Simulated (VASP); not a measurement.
Al: single point with r2SCAN

Al:

```
CELL_PARAMETERS angstrom
0.00000 3.01374 3.01374
3.01374 0.00000 3.01374
3.01374 3.01374 0.00000
ATOMIC_POSITIONS crystal
Al 0.12500 0.12500 0.12500
Al 0.87500 0.87500 0.87500
```

| Property | Result |
| --- | --- |
| Program | VASP 6.6.1 |
| Task | single point |
| Functional | r2SCAN |
| Potentials or basis | VASP PAW PBE potentials, release 64 (Al) |
| Cutoff | 520 eV |
| k mesh | 15 × 15 × 15 |
| Occupations | fermi-dirac, width 0.1 eV |
| Spin | no spin polarisation |
| Dipole correction | no |
| Further INCAR settings | ALGO = Normal; EDIFF = 1e-06; NBANDS = 10 |

- Pressure: -0.1 GPa
- Band gap on the k mesh: zero (band 3 reaches 5.03 eV, above the bottom of band 4 at 1.57 eV)

Levels at points of the mesh, in eV from the Fermi level:
| k point | band 1 | band 2 | band 3 | band 4 | band 5 | band 6 | band 7 | band 8 |
| --- | --- | --- | --- | --- | --- | --- | --- | --- |
| (0.00, 0.00, 0.00) | -8.31 | 2.25 | 2.25 | 2.25 | 4.19 | 4.19 | 4.19 | 6.00 |

It took 100 s on 1 thread of AMD EPYC 9R45 96-Core Processor (Zen 5) (shared host), peak memory 0.18 GiB.

Caveat: the PAW data sets were made with another functional, which shifts forces and pressure a little.
